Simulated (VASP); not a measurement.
Runs of VASP 6.6.1 on Mo. The structure is that of space group Im-3m (No. 229), or close to it. The cells are those of the table. 

```tsv
cell	gap on the mesh (eV)	pressure (GPa)
a = 2.734 Å, angles 109.5°, 1 atom	none	(a)
a = 2.787 Å, angles 109.5°, 1 atom	none	-12.2
a = 2.707 Å, angles 109.5°, 1 atom	none	9.7
a = 2.761 Å, angles 109.5°, 1 atom	none	(b)
a = 2.679 Å, angles 109.5°, 1 atom	none	19.6
```

Alike in all rows: task single point; level PBE; potentials or basis VASP PAW PBE potentials, release 64 (Mo_sv); no spin polarisation; k mesh 13 × 13 × 13; cutoff (eV) 520; smearing fermi-dirac 0.1 eV.

Question: Estimate the missing entries.

Answer: (a) 1.3; (b) -6.0.

A k mesh can miss the band edges, and the runs leave out spin-orbit coupling on Mo.

A gap of «none» marks levels without a gap at the run's occupations.
